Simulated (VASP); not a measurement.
# Bi (P6_3/mmc) in VASP: a series of runs

The runs below take Bi through single point, with PBE.

Program: VASP 6.6.1. These are calculated values, not measurements. Logs are shortened: lines on timing, memory, paths and dates and some standing lists are left out, and cuts for length are marked.

### 1 The cell of the first run

It takes space group P6_3/mmc (No. 194, hexagonal). Conventional cell: a = 3.314 Å, b = 3.314 Å, c = 5.316 Å, α = 90.00°, β = 90.00°, γ = 120.00°. Within 4.3 Å of Bi (site symmetry -6m2) lie 12 Bi at 3.27 to 3.31 Å.

### 2 Single point, PBE

INCAR reads:

```
  ALGO = Normal
  EDIFF = 1E-6
  ENCUT = 520
  GGA = PE
  ISIF = 2
  ISMEAR = -1
  LASPH = True
  LCHARG = True
  LELF = True
  LREAL = False
  LVHAR = True
  LWAVE = False
  NBANDS = 22
  NELM = 100
  PREC = Accurate
  SIGMA = 0.1
```

KPOINTS reads:

```
k-points
0
Gamma
  7 7 4
```

POSCAR reads:

```
Bi
1.0
    3.3139714816      0.0000000000      0.0000000000
   -1.6569857408      2.8699834905      0.0000000000
    0.0000000000      0.0000000000      5.3157877730
Bi
2
Direct
    0.3333333333      0.6666666667      0.2500000000
    0.6666666667      0.3333333333      0.7500000000
```

Potentials or basis: VASP PAW PBE potentials, release 64 (Bi_d).

Command:

```sh
> cat potpaw_PBE.64/Bi_d/POTCAR > POTCAR
> mpirun -np 1 vasp_std > vasp.out
```

OUTCAR:

```text
EDIFF = 1E-6
   ENCUT = 520
   GGA = PE
   ISIF = 2
   ISMEAR = -1
   LASPH = True
   LREAL = False
   NELM = 100
   PREC = Accurate

 ion  position               nearest neighbor table
   1  0.333  0.667  0.250-   2 3.27   2 3.27   2 3.27   2 3.27   2 3.27   2 3.27
   2  0.667  0.333  0.750-   1 3.27   1 3.27   1 3.27   1 3.27   1 3.27   1 3.27

  LATTYP: Found a hexagonal cell.
 ALAT       =     3.3139714816
 C/A-ratio  =     1.6040535661

  Lattice vectors:

 A1 = (   3.3139714816,   0.0000000000,   0.0000000000)
 A2 = (  -1.6569857408,   2.8699834905,   0.0000000000)
 A3 = (   0.0000000000,   0.0000000000,   5.3157877730)

Analysis of symmetry for initial positions (statically):
=====================================================================
 Subroutine PRICEL returns:
 Original cell was already a primitive cell.

 Routine SETGRP: Setting up the symmetry group for a
 hexagonal supercell.

 Subroutine GETGRP returns: Found 24 space group operations
 (whereof 12 operations were pure point group operations)
 out of a pool of 24 trial point group operations.

The static configuration has the point symmetry D_3d.
 The point group associated with its full space group is D_6h.

Analysis of symmetry for dynamics (positions and initial velocities):
=====================================================================
 Subroutine PRICEL returns:
 Original cell was already a primitive cell.

 Routine SETGRP: Setting up the symmetry group for a
 hexagonal supercell.

 Subroutine GETGRP returns: Found 24 space group operations
 (whereof 12 operations were pure point group operations)
 out of a pool of 24 trial point group operations.

The dynamic configuration has the point symmetry D_3d.
 The point group associated with its full space group is D_6h.

 Subroutine INISYM returns: Found 24 space group operations
 (whereof 12 operations are pure point group operations),
 and found     1 'primitive' translations

----------------------------------------------------------------------------------------

                                     Primitive cell

  volume of cell :      50.5587

  direct lattice vectors                    reciprocal lattice vectors
     3.313971482  0.000000000  0.000000000     0.301752748  0.174217030  0.000000000
    -1.656985741  2.869983491  0.000000000     0.000000000  0.348434060  0.000000000
     0.000000000  0.000000000  5.315787773     0.000000000  0.000000000  0.188118872

  length of vectors
     3.313971482  3.313971482  5.315787773     0.348434060  0.348434060  0.188118872

  position of ions in fractional coordinates (direct lattice)
     0.333333333  0.666666667  0.250000000
     0.666666667  0.333333333  0.750000000

  ion indices of the primitive-cell ions
   primitive index   ion index
                 1           1
                 2           2

----------------------------------------------------------------------------------------

 KPOINTS: k-points

Automatic generation of k-mesh.
 Grid dimensions read from file:
 generate k-points for:    7    7    4

 Generating k-lattice:

  Cartesian coordinates                     Fractional coordinates (reciprocal lattice)
     0.043107535  0.024888147  0.000000000     0.142857143 -0.000000000  0.000000000
     0.000000000  0.049776294  0.000000000     0.000000000  0.142857143  0.000000000
     0.000000000  0.000000000  0.047029718     0.000000000  0.000000000  0.250000000

  Length of vectors
     0.049776294  0.049776294  0.047029718

  Shift w.r.t. Gamma in fractional coordinates (k-lattice)
     0.000000000  0.000000000  0.000000000

 Subroutine IBZKPT returns following result:
 ===========================================

 Found     24 irreducible k-points:

 Following reciprocal coordinates:
            Coordinates               Weight
  0.000000  0.000000  0.000000      1.000000
  0.142857  0.000000  0.000000      6.000000
  0.285714  0.000000  0.000000      6.000000
  0.428571  0.000000  0.000000      6.000000
  0.142857  0.142857  0.000000      6.000000
  0.285714  0.142857  0.000000     12.000000
[... 16 lines left out ...]
  0.428571  0.142857  0.500000      6.000000
  0.285714  0.285714  0.500000      6.000000
   k-points           NKPTS =     24   k-points in BZ     NKDIM =     24   number of bands    NBANDS=     22
   number of dos      NEDOS =    301   number of ions     NIONS =      2
   total plane-waves  NPLWV =  31360
   dimension x,y,z NGX =    28 NGY =   28 NGZ =   40
   dimension x,y,z NGXF=    56 NGYF=   56 NGZF=   80
   ions per type =               2
   NGX,Y,Z   is equivalent  to a cutoff of  14.05, 14.05, 12.51 a.u.
   NGXF,Y,Z  is equivalent  to a cutoff of  28.09, 28.09, 25.02 a.u.
 SYSTEM =  unknown system
   PREC   = accura    normal or accurate (medium, high low for compatibility)
   ISTART =      0    job   : 0-new  1-cont  2-samecut
   ICHARG =      2    charge: 1-file 2-atom 10-const
   ISPIN  =      1    spin polarized calculation?
   LNONCOLLINEAR =      F non collinear calculations
   LSORBIT =      F    spin-orbit coupling
   LASPH  =      T    aspherical Exc in radial PAW
   ENCUT  =  520.0 eV  38.22 Ry    6.18 a.u.   6.16  6.16  9.88*2*pi/ulx,y,z
   NELM   =    100;   NELMIN=  2; NELMDL= -5     # of ELM steps
   EDIFF  = 0.1E-05   stopping-criterion for ELM
   LREAL  =      F    real-space projection
   EDIFFG = 0.1E-04   stopping-criterion for IOM
   NSW    =      0    number of steps for IOM
   IBRION =     -1    ionic relax: 0-MD 1-quasi-New 2-CG
   NFREE  =      0    steps in history (QN), initial steepest desc. (CG)
   ISIF   =      2    stress and relaxation
   ISYM   =      2    0-nonsym 1-usesym 2-fastsym
   POTIM  = 0.5000    time-step for ionic-motion
   TEBEG  =    0.0;   TEEND  =   0.0 temperature during run
   PSTRESS=    0.0 pullay stress
   NELECT =      30.0000    total number of electrons
   NUPDOWN=      -1.0000    fix difference up-down
   EMIN   =  10.00;   EMAX   =-10.00  energy-range for DOS
   EFERMI =   0.00;   METHOD = LEGACY
   ISMEAR =    -1;   SIGMA  =   0.10  broadening in eV -4-tet -1-fermi 0-gaus
   EFERMI_NEDOS =   21; number of points for ismear=-14 and -15
   IALGO  =     38    algorithm
   IMIX   =      4    mixing-type and parameters
     AMIX     =   0.40;   BMIX     =  1.00
     AMIX_MAG =   1.60;   BMIX_MAG =  1.00
  volume/ion in A,a.u.               =      25.28       170.59
  Fermi-wavevector in a.u.,A,eV,Ry     =   1.375678  2.599654 25.748872  1.892489
  Thomas-Fermi vector in A             =   2.500992
   LORBIT       =      0    0 simple, 1 ext, 2 COOP (PROOUT), +10 PAW based schemes
   GGA     = PE    functional components
   LHFCALC =     F    Hartree Fock is set to
   AEXX    =    0.0000 exact exchange contribution
   IVDW    =     0    specifies the selected vdW correction
   LEPSILON=     F    determine dielectric tensor
   LRPA    =     F    only Hartree local field effects (RPA)
 non-spin polarized calculation
  energy-cutoff  :      520.00
  volume of cell :       50.56
 maximum number of plane-waves:      1387
 NGX is ok and might be reduce to    28
   NGX = 13   NGY = 13   NGZ = 19

 number of electron      30.0000007 magnetization

 Free energy of the ion-electron system (eV)
  ---------------------------------------------------
  ext. energy  EPLUGINS =         0.00000000
  ---------------------------------------------------
  free energy    TOTEN  =        -6.87851245 eV

  energy without entropy =       -6.83956836  energy(sigma->0) =       -6.85904041

 E-fermi :  10.6769     XC(G=0): -11.3265

 val. band max:       10.5984037152   @ k =   0.2857   0.2857   0.0000
 cond. band min:      10.7362244497   @ k =   0.2857   0.1429   0.0000
 fundamental gap:      0.1378207345
 Fermi energy:        10.6768828586

 k-point     1 :       0.0000    0.0000    0.0000
  band No.  band energies     occupation
      1     -12.4694      2.00000
      2     -12.4499      2.00000
      3     -12.4104      2.00000
      4     -12.4104      2.00000
      5     -12.3894      2.00000
      6     -12.3894      2.00000
[... 14 lines left out ...]
     21      21.5282      0.00000
     22      22.5148      0.00000

 k-point     2 :       0.1429    0.0000    0.0000
  band No.  band energies     occupation
      1     -12.4791      2.00000
      2     -12.4375      2.00000
      3     -12.3937      2.00000
      4     -12.3933      2.00000
      5     -12.3903      2.00000
      6     -12.3669      2.00000
[... 14 lines left out ...]
     21      20.4817      0.00000
     22      21.2234      0.00000

 k-point     3 :       0.2857    0.0000    0.0000
  band No.  band energies     occupation
      1     -12.5333      2.00000
      2     -12.4442      2.00000
      3     -12.4248      2.00000
      4     -12.4109      2.00000
      5     -12.3709      2.00000
      6     -12.2720      2.00000
[... 14 lines left out ...]
     21      20.7480      0.00000
     22      21.4562      0.00000

 k-point     4 :       0.4286    0.0000    0.0000
  band No.  band energies     occupation
      1     -12.5745      2.00000
      2     -12.4906      2.00000
      3     -12.4500      2.00000
      4     -12.4249      2.00000
      5     -12.3234      2.00000
      6     -12.3095      2.00000
[... 14 lines left out ...]
     21      20.4428      0.00000
     22      21.4725      0.00000

 k-point     5 :       0.1429    0.1429    0.0000
  band No.  band energies     occupation
      1     -12.4632      2.00000
      2     -12.4629      2.00000
      3     -12.4330      2.00000
      4     -12.4116      2.00000
      5     -12.3545      2.00000
      6     -12.3494      2.00000
[... 417 lines left out ...]
 k-point    22 :       0.2857    0.1429    0.5000
  band No.  band energies     occupation
      1     -12.4978      2.00000
      2     -12.4978      2.00000
      3     -12.4112      2.00000
      4     -12.4112      2.00000
      5     -12.3289      2.00000
      6     -12.3289      2.00000
[... 14 lines left out ...]
     21      20.2516      0.00000
     22      20.2516      0.00000

 k-point    23 :       0.4286    0.1429    0.5000
  band No.  band energies     occupation
      1     -12.5051      2.00000
      2     -12.5051      2.00000
      3     -12.4270      2.00000
      4     -12.4270      2.00000
      5     -12.3318      2.00000
      6     -12.3318      2.00000
[... 14 lines left out ...]
     21      19.2883      0.00000
     22      19.2883      0.00000

 k-point    24 :       0.2857    0.2857    0.5000
  band No.  band energies     occupation
      1     -12.4893      2.00000
      2     -12.4893      2.00000
      3     -12.3633      2.00000
      4     -12.3633      2.00000
      5     -12.3335      2.00000
      6     -12.3335      2.00000
[... 14 lines left out ...]
     21      19.8905      0.00000
     22      19.8905      0.00000

------------------------ aborting loop because EDIFF is reached ----------------------------------------

  FORCE on cell =-STRESS in cart. coord.  units (eV):
  Direction    XX          YY          ZZ          XY          YZ          ZX
  --------------------------------------------------------------------------------------
  -------------------------------------------------------------------------------------
  Total        6.2798879      6.2798879      6.2780359      0.0000000      0.0000000      0.0000000
  in kB      199.0062326    199.0062326    198.9475416      0.0000000      0.0000000      0.0000000
  external PRESSURE =     198.9866689 kB  Pullay stress =       0.0000000 kB

 VOLUME and BASIS-vectors are now :
 -----------------------------------------------------------------------------
  energy-cutoff  :      520.00
  volume of cell :       50.56
      direct lattice vectors                 reciprocal lattice vectors
     3.313971482  0.000000000  0.000000000     0.301752748  0.174217030  0.000000000
    -1.656985741  2.869983491  0.000000000     0.000000000  0.348434060  0.000000000
     0.000000000  0.000000000  5.315787773     0.000000000  0.000000000  0.188118872

 POSITION                                       TOTAL-FORCE (eV/Angst)
 -----------------------------------------------------------------------------------
     -0.00000      1.91332      1.32895         0.000000      0.000000      0.000000
      1.65699      0.95666      3.98684        -0.000000     -0.000000      0.000000
 -----------------------------------------------------------------------------------
    total drift:                                0.000000     -0.000000      0.000000

  FREE ENERGIE OF THE ION-ELECTRON SYSTEM (eV)
  ---------------------------------------------------
  free  energy   TOTEN  =        -6.8785124538 eV

  energy  without entropy=       -6.8395683623  energy(sigma->0) =       -6.85904041
```

Wall time 27 s (1 thread of Intel Xeon Platinum 8259CL at 2.50GHz (Skylake/Cascade Lake), shared host); peak memory 0.17 GiB.

What came out:

```
Free energy            : -6.8785 eV
Pressure               : 19.9 GPa
Band gap on the k mesh : zero (band 15 reaches 15.96 eV, above the bottom of band 16 at 7.97 eV)
```

Caveat: spin-orbit coupling is left out, which moves the levels of the heavy elements.

### 3 Single point, PBE

This run uses another cell than the first one, of 27.60 Å³/atom, 1.092 times its volume.

INCAR reads:

```
ALGO = Normal ; EDIFF = 1E-6
ENCUT = 520 ; GGA = PE
ISIF = 2 ; ISMEAR = -1
LASPH = T ; LCHARG = F
LREAL = F ; LWAVE = F
NBANDS = 22 ; NELM = 60
PREC = Accurate ; SIGMA = 0.1
```

KPOINTS is that of step 2.

POSCAR reads:

```
Bi
1.0
    3.4135948425      0.0000000000      0.0000000000
   -1.7067974212      2.9562598518      0.0000000000
    0.0000000000      0.0000000000      5.4700282064
Bi
2
Direct
    0.3333333333      0.6666666667      0.2500000000
    0.6666666667      0.3333333333      0.7500000000
```

Potentials or basis: VASP PAW PBE potentials, release 64 (Bi_d).

Command:

```sh
> cat potpaw_PBE.64/Bi_d/POTCAR > POTCAR
> mpirun -np 1 vasp_std > vasp.out
```

Run time: 34 s. Hardware: 1 thread of Intel Xeon Platinum 8259CL at 2.50GHz (Skylake/Cascade Lake), shared host; peak memory 0.18 GiB.

The run converged. Its results:

```yaml
Free_energy: -7.3025 eV
Pressure: 9.9 GPa
Band_gap_on_the_k_mesh: zero (band 15 reaches 14.16 eV, above the bottom of band 16 at 6.99 eV)
```

Levels at points of the mesh, in eV from the Fermi level:
```
           k point  band 12  band 13  band 14  band 15  band 16  band 17  band 18  band 19
(0.00, 0.00, 0.00)   -10.62    -5.85     3.84     3.84     5.76     5.76     6.41     7.49
(0.00, 0.00, 0.50)   -13.06    -0.69    -0.69     4.75     4.75     4.75     4.75     8.30
```

Caveat: spin-orbit coupling is left out, which moves the levels of the heavy elements.
